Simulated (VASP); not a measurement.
# P: single point with PBE+D3(BJ)

P:

```xyz
1
Lattice="2.2507 0.0000 0.0000 0.0000 2.2507 0.0000 0.0000 0.0000 2.2507" Properties=species:S:1:pos:R:3 pbc="T T T"
P     0.0000    0.0000    0.0000
```

```
Program             : VASP 6.6.1
Task                : single point
Functional          : PBE
Dispersion          : D3(BJ)
Potentials or basis : VASP PAW PBE potentials, release 64 (P)
Cutoff              : 520 eV
k mesh              : 18 × 18 × 18
Occupations         : gaussian, width 0.1 eV
Spin                : no spin polarisation
```

* Pressure: 39.3 GPa
* Dispersion energy per atom: -0.620 eV

Levels at points of the mesh, in eV from the Fermi level:
| k point | band 1 | band 2 | band 3 | band 4 | band 5 | band 6 |
| --- | --- | --- | --- | --- | --- | --- |
| (0.00, 0.00, 0.00) | -19.13 | 6.52 | 6.52 | 6.61 | 6.61 | 6.61 |
| (0.50, 0.00, 0.00) | -13.43 | -10.86 | 9.67 | 10.63 | 10.63 | 15.56 |
| (0.50, 0.50, 0.00) | -7.07 | -6.43 | -6.43 | -0.57 | 14.50 | 18.72 |
| (0.50, 0.50, 0.50) | -2.31 | -2.31 | -2.31 | 1.78 | 3.87 | 3.87 |

It took 9.6 s on 1 thread of Intel(R) Xeon(R) Platinum 8488C (Sapphire Rapids), with other jobs on the host, peak memory 0.13 GiB.

Caveat: pairwise dispersion overbinds metals, which lowers pressure and volume.
